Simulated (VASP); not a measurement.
# SnTe (Fm-3m) in VASP: a series of runs

Runs on SnTe. Level: PBE. Tasks: single point, vibrations by perturbation theory.

Everything below comes from runs of VASP 6.6.1. Logs are shortened: lines on timing, memory, paths and dates and some standing lists are left out, and cuts for length are marked.

## 1. The cell of the first run

The structure is cubic, space group Fm-3m (No. 225). The conventional cell has a = 6.412 Å, b = 6.412 Å, c = 6.412 Å, α = 90.00°, β = 90.00°, γ = 90.00°. Sn (site symmetry m-3m) has 6 Te at 3.21 Å within 4.2 Å. Te (site symmetry m-3m) has 6 Sn at 3.21 Å within 4.2 Å.

## 2. Single point, PBE

POSCAR reads:

```
SnTe
1.0
    0.0000000000      3.2061701748      3.2061701748
    3.2061701748      0.0000000000      3.2061701748
    3.2061701748      3.2061701748      0.0000000000
Sn Te
1 1
Direct
    0.0000000000      0.0000000000      0.0000000000
    0.5000000000      0.5000000000      0.5000000000
```

INCAR.step1 reads:

```
SYSTEM = SnTe
PREC = Accurate
ENCUT = 520
EDIFF = 1E-6
ISMEAR = 0
SIGMA = 0.01
LREAL = .FALSE.
LASPH = .TRUE.
NELM = 60
ALGO = Normal
ISIF = 2
LWAVE = .FALSE.
LCHARG = .TRUE.
GGA = PE
NBANDS = 17
```

KPOINTS.step1 reads:

```
Automatic mesh
0
G
  10 10 10
  0 0 0
```

INCAR.step2 reads:

```
SYSTEM = SnTe
PREC = Accurate
ENCUT = 520
EDIFF = 1E-6
ISMEAR = -5
SIGMA = 0.01
LREAL = .FALSE.
LASPH = .TRUE.
NELM = 60
ALGO = Normal
ISIF = 2
LWAVE = .FALSE.
LCHARG = .FALSE.
GGA = PE
LORBIT = 11
NEDOS = 1001
ICHARG = 11
```

KPOINTS.step2 reads:

```
Automatic mesh
0
G
  15 15 15
  0 0 0
```

Potentials or basis: VASP PAW PBE potentials, release 64 (Sn_d, Te).

Run with:

```sh
> cat potpaw_PBE.64/Sn_d/POTCAR potpaw_PBE.64/Te/POTCAR > POTCAR
> cp INCAR.step1 INCAR
> cp KPOINTS.step1 KPOINTS
> mpirun -np 1 vasp_std > vasp.out
> cp INCAR.step2 INCAR
> cp KPOINTS.step2 KPOINTS
> mpirun -np 1 vasp_std > vasp.out
```

OUTCAR:

```text
SYSTEM = SnTe
   PREC = Accurate
   ENCUT = 520
   EDIFF = 1E-6
   ISMEAR = -5
   LREAL = .FALSE.
   LASPH = .TRUE.
   NELM = 60
   ISIF = 2
   GGA = PE
   LORBIT = 11
   ICHARG = 11

 ion  position               nearest neighbor table
   1  0.000  0.000  0.000-   2 3.21   2 3.21   2 3.21   2 3.21   2 3.21   2 3.21
   2  0.500  0.500  0.500-   1 3.21   1 3.21   1 3.21   1 3.21   1 3.21   1 3.21

  LATTYP: Found a face centered cubic cell.
 ALAT       =     6.4123403496

  Lattice vectors:

 A1 = (   0.0000000000,   3.2061701748,   3.2061701748)
 A2 = (   3.2061701748,   0.0000000000,   3.2061701748)
 A3 = (   3.2061701748,   3.2061701748,   0.0000000000)

Analysis of symmetry for initial positions (statically):
=====================================================================
 Subroutine PRICEL returns:
 Original cell was already a primitive cell.

 Routine SETGRP: Setting up the symmetry group for a
 face centered cubic supercell.

 Subroutine GETGRP returns: Found 48 space group operations
 (whereof 48 operations were pure point group operations)
 out of a pool of 48 trial point group operations.

The static configuration has the point symmetry O_h .

Analysis of symmetry for dynamics (positions and initial velocities):
=====================================================================
 Subroutine PRICEL returns:
 Original cell was already a primitive cell.

 Routine SETGRP: Setting up the symmetry group for a
 face centered cubic supercell.

 Subroutine GETGRP returns: Found 48 space group operations
 (whereof 48 operations were pure point group operations)
 out of a pool of 48 trial point group operations.

The dynamic configuration has the point symmetry O_h .

 Subroutine INISYM returns: Found 48 space group operations
 (whereof 48 operations are pure point group operations),
 and found     1 'primitive' translations

----------------------------------------------------------------------------------------

                                     Primitive cell

  volume of cell :      65.9158

  direct lattice vectors                    reciprocal lattice vectors
     0.000000000  3.206170175  3.206170175    -0.155949302  0.155949302  0.155949302
     3.206170175  0.000000000  3.206170175     0.155949302 -0.155949302  0.155949302
     3.206170175  3.206170175  0.000000000     0.155949302  0.155949302 -0.155949302

  length of vectors
     4.534209344  4.534209344  4.534209344     0.270112114  0.270112114  0.270112114

  position of ions in fractional coordinates (direct lattice)
     0.000000000  0.000000000  0.000000000
     0.500000000  0.500000000  0.500000000

  ion indices of the primitive-cell ions
[... 99 lines left out ...]
  Fermi-wavevector in a.u.,A,eV,Ry     =   1.100073  2.078837 16.465241  1.210161
  Thomas-Fermi vector in A             =   2.236478
   LORBIT       =     11    0 simple, 1 ext, 2 COOP (PROOUT), +10 PAW based schemes
   GGA     = PE    functional components
   LHFCALC =     F    Hartree Fock is set to
   AEXX    =    0.0000 exact exchange contribution
   IVDW    =     0    specifies the selected vdW correction
   LEPSILON=     F    determine dielectric tensor
   LRPA    =     F    only Hartree local field effects (RPA)
 non-spin polarized calculation
 Fermi weights with tetrahedron method with Bloechl corrections
  energy-cutoff  :      520.00
  volume of cell :       65.92
 maximum number of plane-waves:      1808
 NGX is ok and might be reduce to    36

 number of electron      20.0000005 magnetization

 Free energy of the ion-electron system (eV)
  ---------------------------------------------------
  ext. energy  EPLUGINS =         0.00000000
  ---------------------------------------------------
  free energy    TOTEN  =        -7.56566801 eV

  energy without entropy =       -7.56566801  energy(sigma->0) =       -7.56566801

 E-fermi :   6.1919     XC(G=0):  -9.2606

 val. band max:        6.1881927618   @ k =   0.4667   0.0000   0.0000
 cond. band min:       6.4995367633   @ k =   0.4667   0.0000   0.0000
 fundamental gap:      0.3113440014
 Fermi energy:         6.1918500871

 k-point     1 :       0.0000    0.0000    0.0000
  band No.  band energies     occupation
      1     -15.5685      2.00000
      2     -15.5685      2.00000
      3     -15.5635      2.00000
      4     -15.5635      2.00000
      5     -15.5635      2.00000
      6      -6.1073      2.00000
      7       1.4435      2.00000
      8       4.3163      2.00000
      9       4.3163      2.00000
     10       4.3163      2.00000
     11       9.5568      0.00000
     12       9.5568      0.00000
     13       9.5568      0.00000
     14      11.1641      0.00000
[... 377 lines left out ...]
      1     -15.5713      2.00000
      2     -15.5678      2.00000
      3     -15.5640      2.00000
      4     -15.5614      2.00000
      5     -15.5612      2.00000
      6      -5.8041      2.00000
      7       0.3995      2.00000
      8       3.8885      2.00000
      9       3.9277      2.00000
     10       5.5491      2.00000
     11       7.2235      0.00000
     12       9.5144      0.00000
     13       9.5264      0.00000
     14      10.2397      0.00000

 [... further k-points ...]

------------------------ aborting loop because EDIFF is reached ----------------------------------------

  FORCE on cell =-STRESS in cart. coord.  units (eV):
  Direction    XX          YY          ZZ          XY          YZ          ZX
  --------------------------------------------------------------------------------------
  -------------------------------------------------------------------------------------
  Total       -0.0466595     -0.0466595     -0.0466595     -0.0000000     -0.0000000     -0.0000000
  in kB       -1.1341262     -1.1341262     -1.1341262     -0.0000000     -0.0000000     -0.0000000
  external PRESSURE =      -1.1341262 kB  Pullay stress =       0.0000000 kB

 VOLUME and BASIS-vectors are now :
 -----------------------------------------------------------------------------
  energy-cutoff  :      520.00
  volume of cell :       65.92
      direct lattice vectors                 reciprocal lattice vectors
     0.000000000  3.206170175  3.206170175    -0.155949302  0.155949302  0.155949302
     3.206170175  0.000000000  3.206170175     0.155949302 -0.155949302  0.155949302
     3.206170175  3.206170175  0.000000000     0.155949302  0.155949302 -0.155949302

 POSITION                                       TOTAL-FORCE (eV/Angst)
 -----------------------------------------------------------------------------------
      0.00000      0.00000      0.00000         0.000000      0.000000     -0.000000
      3.20617      3.20617      3.20617         0.000000      0.000000      0.000000
 -----------------------------------------------------------------------------------
    total drift:                               -0.000000      0.000000      0.000000

  FREE ENERGIE OF THE ION-ELECTRON SYSTEM (eV)
  ---------------------------------------------------
  free  energy   TOTEN  =        -7.5656680094 eV

  energy  without entropy=       -7.5656680094  energy(sigma->0) =       -7.56566801

 total charge

# of ion       s       p       d       tot
------------------------------------------
    1        1.376   0.697   9.977  12.050
    2        1.380   1.959   0.025   3.364
--------------------------------------------------
tot          2.757   2.656  10.002  15.414
```

Run time: 40 s. Hardware: 1 thread of Intel Xeon 6975P-C (Granite Rapids), shared host; peak memory 0.28 GiB.

What came out:

- Valence electrons inside the program's atomic spheres: Sn 12.05; Te 3.36

Caveat: spin-orbit coupling is left out, which moves the levels of the heavy elements.

## 3. Vibrations by perturbation theory, PBE

INCAR reads:

```
  ALGO = Normal
  EDIFF = 1E-8
  ENCUT = 520
  GGA = PE
  IBRION = 8
  ISIF = 2
  ISMEAR = 0
  LASPH = T
  LCHARG = F
  LREAL = F
  LWAVE = F
  NBANDS = 17
  NELM = 100
  NSW = 1
  PREC = Accurate
  SIGMA = 0.01
```

KPOINTS reads:

```
k-points
0
Gamma
  12 12 12
```

POSCAR reads:

```
SnTe
1.0
    0.0000000000      3.2048296083      3.2048296083
    3.2048296083      0.0000000000      3.2048296083
    3.2048296083      3.2048296083      0.0000000000
Sn Te
1 1
Direct
    0.0000000000      0.0000000000      0.0000000000
    0.5000000000      0.5000000000      0.5000000000
```

Potentials or basis: VASP PAW PBE potentials, release 64 (Sn_d, Te).

Run with:

```sh
> cat potpaw_PBE.64/Sn_d/POTCAR potpaw_PBE.64/Te/POTCAR > POTCAR
> mpirun -np 1 vasp_std > vasp.out
```

OUTCAR:

```text
EDIFF = 1E-8
   ENCUT = 520
   GGA = PE
   IBRION = 8
   ISIF = 2
   ISMEAR = 0
   LASPH = T
   LREAL = F
   NELM = 100
   NSW = 1
   PREC = Accurate

 ion  position               nearest neighbor table
   1  0.000  0.000  0.000-   2 3.20   2 3.20   2 3.20   2 3.20   2 3.20   2 3.20
   2  0.500  0.500  0.500-   1 3.20   1 3.20   1 3.20   1 3.20   1 3.20   1 3.20

  LATTYP: Found a face centered cubic cell.
 ALAT       =     6.4096592166

  Lattice vectors:

 A1 = (   0.0000000000,   3.2048296083,   3.2048296083)
 A2 = (   3.2048296083,   0.0000000000,   3.2048296083)
 A3 = (   3.2048296083,   3.2048296083,   0.0000000000)

Analysis of symmetry for initial positions (statically):
=====================================================================
 Subroutine PRICEL returns:
 Original cell was already a primitive cell.

 Routine SETGRP: Setting up the symmetry group for a
 face centered cubic supercell.

 Subroutine GETGRP returns: Found 48 space group operations
 (whereof 48 operations were pure point group operations)
 out of a pool of 48 trial point group operations.

The static configuration has the point symmetry O_h .

Analysis of symmetry for dynamics (positions and initial velocities):
=====================================================================
 Subroutine PRICEL returns:
 Original cell was already a primitive cell.

 Routine SETGRP: Setting up the symmetry group for a
 face centered cubic supercell.

[... 666 lines left out ...]
      3.20483      3.20483      3.20483         0.000000     -0.000000      0.000000
 -----------------------------------------------------------------------------------
    total drift:                               -0.000000      0.000000      0.000000

  FREE ENERGIE OF THE ION-ELECTRON SYSTEM (eV)
  ---------------------------------------------------
  free  energy   TOTEN  =        -7.5653870343 eV

  energy  without entropy=       -7.5653869970  energy(sigma->0) =       -7.56538702

[... ionic steps 2 to 3 ...]

--------------------------------------- Ionic step        4  -------------------------------------------

------------------------ aborting loop because EDIFF is reached ----------------------------------------

[... ionic steps 5 to 6 ...]

--------------------------------------- Ionic step        7  -------------------------------------------

 Free energy of the ion-electron system (eV)
  ---------------------------------------------------
  ---------------------------------------------------
  free energy    TOTEN  =        -0.04854066 eV

  energy without entropy =       -0.04854066

------------------------ aborting loop because EDIFF is reached ----------------------------------------

 INTERNAL STRAIN TENSOR  FOR ION    2  DIRECTION 1   (eV/Angst):
 -----------------------------------------------------------------------------
    -0.00083 -0.00000  0.00000
    -0.00000  0.00653  0.00000
     0.00000  0.00000  0.00653

 INTERNAL STRAIN TENSOR FOR ION    2 for displacements in x,y,z  (eV/Angst):
          X           Y           Z          XY          YZ          ZX
  --------------------------------------------------------------------------------
  x     0.00000     0.00000     0.00000     0.00000     0.00000     0.00000
  y     0.00000     0.00000     0.00000     0.00000     0.00000     0.00000
  z     0.00000     0.00000     0.00000     0.00000     0.00000     0.00000

 SECOND DERIVATIVES (NOT SYMMETRIZED)
 ------------------------------------
               1X          1Y          1Z          2X          2Y          2Z
  1X     0.352727    0.000000    0.000000   -0.352727    0.000000    0.000000
  1Y     0.000000    0.352727    0.000000    0.000000   -0.352727    0.000000
  1Z     0.000000    0.000000    0.352727    0.000000    0.000000   -0.352727
  2X    -0.368756    0.000000    0.000000    0.368756    0.000000    0.000000
  2Y     0.000000   -0.368756    0.000000    0.000000    0.368756    0.000000
  2Z     0.000000    0.000000   -0.368756    0.000000    0.000000    0.368756

 Eigenvectors and eigenvalues of the dynamical matrix
 ----------------------------------------------------

   1 f  =    0.013296 THz     0.083542 2PiTHz    0.443511 cm-1     0.054988 meV
             X         Y         Z           dx          dy          dz
      0.000000  0.000000  0.000000    -0.699261   -0.055139    0.032429
      3.204830  3.204830  3.204830    -0.709038   -0.055910    0.032883
[... 21 lines left out ...]
   6 f/i=    1.196943 THz     7.520614 2PiTHz   39.925718 cm-1     4.950156 meV
             X         Y         Z           dx          dy          dz
      0.000000  0.000000  0.000000     0.347826   -0.621256    0.000000
      3.204830  3.204830  3.204830    -0.343030    0.612689   -0.000000

--------------------------------------------------------------------------------------------------------

 ELASTIC MODULI CONTR FROM IONIC RELAXATION (kBar)
 Direction    XX          YY          ZZ          XY          YZ          ZX
 --------------------------------------------------------------------------------
 XX           0.0000      0.0000      0.0000      0.0000      0.0000      0.0000
 YY           0.0000      0.0000      0.0000      0.0000      0.0000      0.0000
 ZZ           0.0000      0.0000      0.0000      0.0000      0.0000      0.0000
 XY           0.0000      0.0000      0.0000      0.0000      0.0000      0.0000
 YZ           0.0000      0.0000      0.0000      0.0000      0.0000      0.0000
 ZX           0.0000      0.0000      0.0000      0.0000      0.0000      0.0000
 --------------------------------------------------------------------------------
```

It took 4.3 min on 1 thread of Intel Xeon 6975P-C (Granite Rapids), shared host; peak memory 0.54 GiB.

What came out:

| Item | Value |
| --- | --- |
| Highest phonon frequency at Γ, LO-TO splitting left out | 0 cm⁻¹ |
| Most unstable mode | 40i cm⁻¹ |

Phonon frequencies in cm⁻¹ (negative: imaginary):
```
              q point        frequencies
(0.000, 0.000, 0.000)  -40 -40 -40 0 0 0
```

Caveat: some modes are imaginary; spin-orbit coupling is left out, which moves the levels of the heavy elements.
